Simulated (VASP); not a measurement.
Write the native input for VASP 6.6.1 that does the following.

| Item | Value |
| --- | --- |
| Task | single point |
| Functional | PBE |
| Potentials or basis | VASP PAW PBE potentials, release 64 (Ba_sv, S) |
| Cutoff | 520 eV |
| k mesh | 8 × 8 × 8 |
| Occupations | fermi-dirac, width 0.02 eV |
| Spin | no spin polarisation |
| Dipole correction | no |
| Further INCAR settings | ALGO = Normal; EDIFF = 1e-07; NBANDS = 15 |

The structure of BaS lies in POSCAR:

```
BaS
1.0
    0.0000000000      3.2117958739      3.2117958739
    3.3402677089      0.0000000000      3.2117958739
    3.3402677089      3.2117958739      0.0000000000
Ba S
1 1
Direct
    0.0000000000      0.0000000000      0.0000000000
    0.5000000000      0.5000000000      0.5000000000
```

This cell differs from its parent crystal: uniaxial x strain +4.0%.

The input as run:

INCAR

```
  PREC = Accurate
  ENCUT = 520
  EDIFF = 1E-7
  ISMEAR = -1
  SIGMA = 0.02
  LREAL = F
  LASPH = T
  NELM = 60
  ALGO = Normal
  ISIF = 2
  LWAVE = F
  LCHARG = F
  GGA = PE
  NBANDS = 15
```

KPOINTS

```
regular mesh
0
Gamma
  8 8 8
```

Potentials or basis: VASP PAW PBE potentials, release 64 (Ba_sv, S).

Command:

```sh
$ cat potpaw_PBE.64/Ba_sv/POTCAR potpaw_PBE.64/S/POTCAR > POTCAR
$ mpirun -np 1 vasp_std > vasp.out
```

It gave:

| Property | Result |
| --- | --- |
| Pressure | -0.8 GPa |
| Band gap on the k mesh | 2.15 eV (least direct gap 2.32 eV) |

Caveat: the cell differs from its parent crystal (uniaxial x strain +4.0%); spin-orbit coupling is left out, which moves the levels of the heavy elements.

Run time: 93 s on 1 thread of AMD EPYC 7R13, with other jobs on the host, peak memory 0.21 GiB.
